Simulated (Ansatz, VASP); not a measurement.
**TaN in VASP and in Ansatz**

```
Ta N
1.0
     2.91710   -5.05257    0.00000
    -5.83420    0.00000    0.00000
     0.00000    0.00000   -5.91485
Ta N
8 8
Direct
  0.00000 0.50000 0.00000
  0.50000 0.50000 0.00000
  0.00000 0.00000 0.00000
  0.50000 0.00000 0.00000
  0.00000 0.50000 0.50000
  0.50000 0.50000 0.50000
  0.00000 0.00000 0.50000
  0.50000 0.00000 0.50000
  0.16667 0.33333 0.75000
  0.66667 0.33333 0.75000
  0.16667 0.83333 0.75000
  0.66667 0.83333 0.75000
  0.33333 0.16667 0.25000
  0.83333 0.16667 0.25000
  0.33333 0.66667 0.25000
  0.83333 0.66667 0.25000
```

Alike in both runs: task single point; functional PBE; k mesh 1 × 1 × 1; occupations gaussian, width 0.1 eV; no spin polarisation.

|  | VASP | Ansatz |
| --- | --- | --- |
| version | VASP 6.6.1 | Ansatz 0.2.0 |
| potentials or method | VASP PAW PBE potentials, release 64 (Ta_sv_GW, N), cutoff 700 eV | scalar-relativistic, plane waves, PAW |
| valence electrons in the cell | 144 | 144 |

|  | VASP | Ansatz | Ansatz less VASP |
| --- | --- | --- | --- |
| pressure (GPa) | -9.1 | -8.9 | +0.18 |
| traceless stress, the component that is largest in VASP (GPa) | -3.46 | -3.52 | -0.057 |

With one functional, cell and mesh, what is left measures potentials, basis and numerics.

The k mesh is coarse, so the values compare programs but aren't converged. Neither program's run includes spin-orbit coupling.
